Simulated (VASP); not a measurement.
Input of a VASP 6.6.1 run:

File INCAR:

```
SYSTEM = PbO2
PREC = Accurate ; ENCUT = 520
EDIFF = 1E-7 ; ISMEAR = -1
SIGMA = 0.05 ; LREAL = .FALSE.
LASPH = .TRUE. ; NELM = 80
ALGO = Normal ; ISIF = 2
LWAVE = .FALSE. ; LCHARG = .TRUE.
GGA = CA ; LELF = .TRUE.
LVHAR = .TRUE. ; NBANDS = 20
```

Contents of KPOINTS:

```
regular mesh
0
G
  9 9 9
  0 0 0
```

File POSCAR:

```
PbO2
1.0
    0.0000000000      2.7198865082      2.7198865082
    2.7198865082      0.0000000000      2.7198865082
    2.7198865082      2.7198865082      0.0000000000
Pb O
1 2
Direct
    0.0000000000      0.0000000000      0.0000000000
    0.7500000000      0.7500000000      0.7500000000
    0.2500000000      0.2500000000      0.2500000000
```

Potentials or basis: VASP PAW LDA potentials, release 64 (Pb_d, O).

Run with:

```bash
$ cat potpaw_LDA.64/Pb_d/POTCAR potpaw_LDA.64/O/POTCAR > POTCAR
$ mpirun -np 1 vasp_std > vasp.out
```

Q: What does it give for the pressure?

A: -12.0 GPa.

Q: What does it give for the band gap on the k mesh?

A: Zero (band 13 reaches 5.03 eV, above the bottom of band 14 at 3.90 eV).

Caveat: spin-orbit coupling is left out, which moves the levels of the heavy elements.
